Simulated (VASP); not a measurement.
# SiN (P4/mmm) in VASP: single point with PBE

Aim: the single point of SiN with PBE.

Program: VASP 6.6.1. These are calculated values, not measurements. Logs are shortened: lines on timing, memory, paths and dates and some standing lists are left out, and cuts for length are marked.

## Step 1: The cell of the first run

Symmetry: P4/mmm, No. 123, tetragonal system. Conventional cell: a = 2.597 Å, b = 2.597 Å, c = 3.404 Å, α = 90.00°, β = 90.00°, γ = 90.00°. Si (site symmetry 4/mmm) has 8 N at 2.50 Å and 6 Si at 2.60 to 3.40 Å within 3.5 Å. N (site symmetry 4/mmm) has 8 Si at 2.50 Å and 6 N at 2.60 to 3.40 Å within 3.5 Å.

## Step 2: Single point, PBE, collinear spin, ferromagnetic start

Input file INCAR:

```
PREC = Accurate ; ENCUT = 600
EDIFF = 1E-6 ; ISMEAR = 0
SIGMA = 0.1 ; LREAL = F
LASPH = T ; NELM = 200
ALGO = Normal ; ISIF = 2
LWAVE = F ; LCHARG = F
ISPIN = 2 ; MAGMOM = 0 1
LORBIT = 11 ; GGA = PE
NBANDS = 16 ; GGA_COMPAT = F
```

Input file KPOINTS:

```
regular mesh
0
Gamma
  8 8 6
```

Input file POSCAR:

```
SiN
1.0
    2.5972690247      0.0000000000      0.0000000000
    0.0000000000      2.5972690247      0.0000000000
    0.0000000000      0.0000000000      3.4042776146
Si N
1 1
Direct
    0.5000000000      0.5000000000      0.5000000000
    0.0000000000      0.0000000000      0.0000000000
```

Potentials or basis: VASP PAW PBE potentials, release 64 (Si, N).

Run with:

```console
$ cat potpaw_PBE.64/Si/POTCAR potpaw_PBE.64/N/POTCAR > POTCAR
$ mpirun -np 1 vasp_std > vasp.out
```

OUTCAR:

```text
PREC = Accurate
   ENCUT = 600
   EDIFF = 1E-6
   ISMEAR = 0
   LREAL = F
   LASPH = T
   NELM = 200
   ISIF = 2
   ISPIN = 2
   LORBIT = 11
   GGA = PE

 ion  position               nearest neighbor table
   1  0.500  0.500  0.500-
   2  0.000  0.000  0.000-

  LATTYP: Found a simple tetragonal cell.
 ALAT       =     2.5972690247
 C/A-ratio  =     1.3107142857

  Lattice vectors:

 A1 = (   2.5972690247,   0.0000000000,   0.0000000000)
 A2 = (   0.0000000000,   2.5972690247,   0.0000000000)
 A3 = (   0.0000000000,   0.0000000000,   3.4042776146)

Analysis of symmetry for initial positions (statically):
=====================================================================
 Subroutine PRICEL returns:
 Original cell was already a primitive cell.

 Routine SETGRP: Setting up the symmetry group for a
 simple tetragonal supercell.

 Subroutine GETGRP returns: Found 16 space group operations
 (whereof 16 operations were pure point group operations)
 out of a pool of 16 trial point group operations.

The static configuration has the point symmetry D_4h.

Analysis of symmetry for dynamics (positions and initial velocities):
=====================================================================
 Subroutine PRICEL returns:
 Original cell was already a primitive cell.

 Routine SETGRP: Setting up the symmetry group for a
 simple tetragonal supercell.

 Subroutine GETGRP returns: Found 16 space group operations
 (whereof 16 operations were pure point group operations)
 out of a pool of 16 trial point group operations.

The dynamic configuration has the point symmetry D_4h.

Analysis of structural, dynamic, and magnetic symmetry:
=====================================================================
 Subroutine PRICEL returns:
 Original cell was already a primitive cell.

 Routine SETGRP: Setting up the symmetry group for a
 simple tetragonal supercell.

 Subroutine GETGRP returns: Found 16 space group operations
 (whereof 16 operations were pure point group operations)
 out of a pool of 16 trial point group operations.

The overall configuration has the point symmetry D_4h.

 Subroutine INISYM returns: Found 16 space group operations
 (whereof 16 operations are pure point group operations),
 and found     1 'primitive' translations

----------------------------------------------------------------------------------------

                                     Primitive cell

  volume of cell :      22.9646

  direct lattice vectors                    reciprocal lattice vectors
     2.597269025  0.000000000  0.000000000     0.385019800  0.000000000  0.000000000
     0.000000000  2.597269025  0.000000000     0.000000000  0.385019800  0.000000000
     0.000000000  0.000000000  3.404277615     0.000000000  0.000000000  0.293748076

  length of vectors
     2.597269025  2.597269025  3.404277615     0.385019800  0.385019800  0.293748076

  position of ions in fractional coordinates (direct lattice)
     0.500000000  0.500000000  0.500000000
     0.000000000  0.000000000  0.000000000

  ion indices of the primitive-cell ions
   primitive index   ion index
                 1           1
                 2           2

----------------------------------------------------------------------------------------

 KPOINTS: regular mesh

Automatic generation of k-mesh.
 Grid dimensions read from file:
 generate k-points for:    8    8    6

 Generating k-lattice:

  Cartesian coordinates                     Fractional coordinates (reciprocal lattice)
     0.048127475  0.000000000  0.000000000     0.125000000  0.000000000  0.000000000
     0.000000000  0.048127475  0.000000000     0.000000000  0.125000000  0.000000000
     0.000000000  0.000000000  0.048958013     0.000000000  0.000000000  0.166666667

  Length of vectors
     0.048127475  0.048127475  0.048958013

  Shift w.r.t. Gamma in fractional coordinates (k-lattice)
     0.000000000  0.000000000  0.000000000

 Subroutine IBZKPT returns following result:
 ===========================================

 Found     60 irreducible k-points:

 Following reciprocal coordinates:
            Coordinates               Weight
  0.000000  0.000000  0.000000      1.000000
  0.125000  0.000000  0.000000      4.000000
  0.250000  0.000000  0.000000      4.000000
  0.375000  0.000000  0.000000      4.000000
  0.500000  0.000000  0.000000      2.000000
  0.125000  0.125000  0.000000      4.000000
[... 16 lines left out ...]
  0.375000  0.125000  0.166667     16.000000
  0.500000  0.125000  0.166667      8.000000
 [... further k-points ...]
   k-points           NKPTS =     60   k-points in BZ     NKDIM =     60   number of bands    NBANDS=     16
   number of dos      NEDOS =    301   number of ions     NIONS =      2
   total plane-waves  NPLWV =  16128
   dimension x,y,z NGX =    24 NGY =   24 NGZ =   28
   dimension x,y,z NGXF=    48 NGYF=   48 NGZF=   56
   ions per type =               1   1
   NGX,Y,Z   is equivalent  to a cutoff of  15.36, 15.36, 13.67 a.u.
   NGXF,Y,Z  is equivalent  to a cutoff of  30.72, 30.72, 27.35 a.u.
 SYSTEM =  unknown system
   PREC   = accura    normal or accurate (medium, high low for compatibility)
   ISTART =      0    job   : 0-new  1-cont  2-samecut
   ICHARG =      2    charge: 1-file 2-atom 10-const
   ISPIN  =      2    spin polarized calculation?
   LNONCOLLINEAR =      F non collinear calculations
   LSORBIT =      F    spin-orbit coupling
   LASPH  =      T    aspherical Exc in radial PAW
   ENCUT  =  600.0 eV  44.10 Ry    6.64 a.u.   5.19  5.19  6.80*2*pi/ulx,y,z
   NELM   =    200;   NELMIN=  2; NELMDL= -5     # of ELM steps
   EDIFF  = 0.1E-05   stopping-criterion for ELM
   LREAL  =      F    real-space projection
   EDIFFG = 0.1E-04   stopping-criterion for IOM
   NSW    =      0    number of steps for IOM
   IBRION =     -1    ionic relax: 0-MD 1-quasi-New 2-CG
   NFREE  =      0    steps in history (QN), initial steepest desc. (CG)
   ISIF   =      2    stress and relaxation
   ISYM   =      2    0-nonsym 1-usesym 2-fastsym
   POTIM  = 0.5000    time-step for ionic-motion
   TEBEG  =    0.0;   TEEND  =   0.0 temperature during run
   PSTRESS=    0.0 pullay stress
   NELECT =       9.0000    total number of electrons
   NUPDOWN=      -1.0000    fix difference up-down
   EMIN   =  10.00;   EMAX   =-10.00  energy-range for DOS
   EFERMI =   0.00;   METHOD = LEGACY
   ISMEAR =     0;   SIGMA  =   0.10  broadening in eV -4-tet -1-fermi 0-gaus
   EFERMI_NEDOS =   21; number of points for ismear=-14 and -15
   IALGO  =     38    algorithm
   IMIX   =      4    mixing-type and parameters
     AMIX     =   0.40;   BMIX     =  1.00
     AMIX_MAG =   1.60;   BMIX_MAG =  1.00
  volume/ion in A,a.u.               =      11.48        77.49
  Fermi-wavevector in a.u.,A,eV,Ry     =   1.198035  2.263957 19.528266  1.435287
  Thomas-Fermi vector in A             =   2.333934
   LORBIT       =     11    0 simple, 1 ext, 2 COOP (PROOUT), +10 PAW based schemes
   GGA     = PE    functional components
   LHFCALC =     F    Hartree Fock is set to
   AEXX    =    0.0000 exact exchange contribution
   IVDW    =     0    specifies the selected vdW correction
   LEPSILON=     F    determine dielectric tensor
   LRPA    =     F    only Hartree local field effects (RPA)
 spin polarized calculation
 Gauss-broadening in eV      SIGMA  =   0.10
  energy-cutoff  :      600.00
  volume of cell :       22.96
 maximum number of plane-waves:       784
 NGX is ok and might be reduce to    24
   NGX = 11   NGY = 11   NGZ = 13

 number of electron       9.0000000 magnetization       0.4064128

 Free energy of the ion-electron system (eV)
  ---------------------------------------------------
  ext. energy  EPLUGINS =         0.00000000
  ---------------------------------------------------
  free energy    TOTEN  =       -10.15207768 eV

  energy without entropy =      -10.14506282  energy(sigma->0) =      -10.14857025

 E-fermi :   7.7368     XC(G=0): -11.3971

 val. band max:        7.7355284298   @ k =   0.2500   0.2500   0.5000
 cond. band min:       7.7596206019   @ k =   0.1250   0.0000   0.5000
 fundamental gap:      0.0240921720
 Fermi energy:         7.7367802299

 spin component 1

 k-point     1 :       0.0000    0.0000    0.0000
  band No.  band energies     occupation
      1      -9.0955      1.00000
      2       1.2570      1.00000
      3       2.9137      1.00000
      4       7.2826      1.00000
      5       7.2826      1.00000
      6      14.6412      0.00000
[... 8 lines left out ...]
     15      30.9429      0.00000
     16      31.5378      0.00000
[... 419 lines left out ...]
 k-point    24 :       0.5000    0.1250    0.1667
  band No.  band energies     occupation
      1      -6.1777      1.00000
      2      -0.8655      1.00000
      3       3.3179      1.00000
      4       6.3683      1.00000
      5       6.9830      1.00000
      6       8.9177      0.00000
[... 8 lines left out ...]
     15      33.4821      0.00000
     16      34.3364      0.00000

 [... further k-points ...]

 spin component 2

 k-point     1 :       0.0000    0.0000    0.0000
  band No.  band energies     occupation
      1      -8.7460      1.00000
      2       1.5334      1.00000
      3       3.1152      1.00000
      4       7.9163      0.00556
      5       7.9163      0.00556
      6      14.6807      0.00000
[... 8 lines left out ...]
     15      31.0559      0.00000
     16      31.5115      0.00000
[... 419 lines left out ...]
 k-point    24 :       0.5000    0.1250    0.1667
  band No.  band energies     occupation
      1      -5.6734      1.00000
      2      -0.6880      1.00000
      3       3.5322      1.00000
      4       6.6476      1.00000
      5       7.4852      0.99981
      6       9.3529      0.00000
[... 8 lines left out ...]
     15      33.6430      0.00000
     16      34.5116      0.00000

 [... further k-points ...]

------------------------ aborting loop because EDIFF is reached ----------------------------------------

  FORCE on cell =-STRESS in cart. coord.  units (eV):
  Direction    XX          YY          ZZ          XY          YZ          ZX
  --------------------------------------------------------------------------------------
  -------------------------------------------------------------------------------------
  Total       -0.2360142     -0.2360142     -5.1711221      0.0000000      0.0000000      0.0000000
  in kB      -16.4660645    -16.4660645   -360.7750830      0.0000000      0.0000000      0.0000000
  external PRESSURE =    -131.2357373 kB  Pullay stress =       0.0000000 kB

 VOLUME and BASIS-vectors are now :
 -----------------------------------------------------------------------------
  energy-cutoff  :      600.00
  volume of cell :       22.96
      direct lattice vectors                 reciprocal lattice vectors
     2.597269025  0.000000000  0.000000000     0.385019800  0.000000000  0.000000000
     0.000000000  2.597269025  0.000000000     0.000000000  0.385019800  0.000000000
     0.000000000  0.000000000  3.404277615     0.000000000  0.000000000  0.293748076

 POSITION                                       TOTAL-FORCE (eV/Angst)
 -----------------------------------------------------------------------------------
      1.29863      1.29863      1.70214         0.000000      0.000000      0.000000
      0.00000      0.00000      0.00000         0.000000      0.000000      0.000000
 -----------------------------------------------------------------------------------
    total drift:                               -0.000000      0.000000      0.000000

  FREE ENERGIE OF THE ION-ELECTRON SYSTEM (eV)
  ---------------------------------------------------
  free  energy   TOTEN  =       -10.1520776810 eV

  energy  without entropy=      -10.1450628187  energy(sigma->0) =      -10.14857025

 total charge

# of ion       s       p       d       tot
------------------------------------------
    1        0.879   0.551   0.000   1.431
    2        1.351   2.068   0.000   3.420
--------------------------------------------------
tot          2.230   2.620   0.000   4.850

 magnetization (x)

# of ion       s       p       d       tot
------------------------------------------
    1        0.025  -0.008   0.000   0.018
    2        0.007   0.278   0.000   0.285
--------------------------------------------------
tot          0.032   0.270   0.000   0.303
```

Run time: 60 s. Hardware: 1 thread of Intel Xeon 8259CL, shared host; peak memory 0.17 GiB.

What came out:

| Quantity | Value |
| --- | --- |
| Free energy | -10.1521 eV |
| Pressure | -13.1 GPa |
| Net moment | 0.41 μB per cell |
| Site moments | Si +0.02; N +0.28 μB |
| Valence electrons inside the program's atomic spheres | Si 1.43; N 3.42 |

Levels at points of the mesh, in eV from the Fermi level:
Spin up:
| k point | band 1 | band 2 | band 3 | band 4 | band 5 | band 6 | band 7 | band 8 | band 9 | band 10 |
| --- | --- | --- | --- | --- | --- | --- | --- | --- | --- | --- |
| (0.00, 0.00, 0.00) | -16.83 | -6.48 | -4.82 | -0.45 | -0.45 | 6.90 | 7.25 | 7.33 | 9.70 | 9.70 |
| (0.50, 0.00, 0.00) | -14.26 | -9.23 | -2.50 | -1.83 | 0.36 | 0.45 | 3.10 | 10.41 | 10.71 | 14.18 |
| (0.50, 0.50, 0.00) | -12.46 | -5.68 | -5.68 | -2.38 | -1.09 | 2.60 | 2.60 | 5.75 | 6.67 | 9.59 |
| (0.00, 0.00, 0.50) | -15.48 | -11.76 | -0.08 | -0.08 | 2.03 | 2.73 | 8.07 | 8.07 | 8.30 | 12.90 |
| (0.50, 0.00, 0.50) | -13.57 | -7.09 | -6.50 | -6.16 | 0.65 | 3.86 | 7.03 | 10.78 | 11.30 | 14.10 |
| (0.50, 0.50, 0.50) | -12.09 | -4.02 | -4.02 | -3.35 | -1.59 | -1.59 | -0.41 | 1.71 | 9.77 | 14.34 |
Spin down:
```
           k point  band 1  band 2  band 3  band 4  band 5  band 6  band 7  band 8
(0.00, 0.00, 0.00)  -16.48   -6.20   -4.62    0.18    0.18    6.94    7.37    7.42
(0.50, 0.00, 0.00)  -13.77   -9.06   -2.20   -1.65    0.80    1.17    3.10   10.48
(0.50, 0.50, 0.00)  -11.89   -5.35   -5.35   -2.36   -0.73    2.96    2.96    5.89
(0.00, 0.00, 0.50)  -15.01  -11.68    0.61    0.61    2.37    2.88    8.14    8.14
(0.50, 0.00, 0.50)  -13.02   -6.96   -6.16   -6.12    1.39    4.16    7.39   10.92
(0.50, 0.50, 0.50)  -11.48   -3.51   -3.51   -3.09   -1.55   -1.55   -0.38    1.71
```

Caveat: the stress differs along the axes, from -36 to -2 GPa; a moment this small can come from the mesh or the smearing.
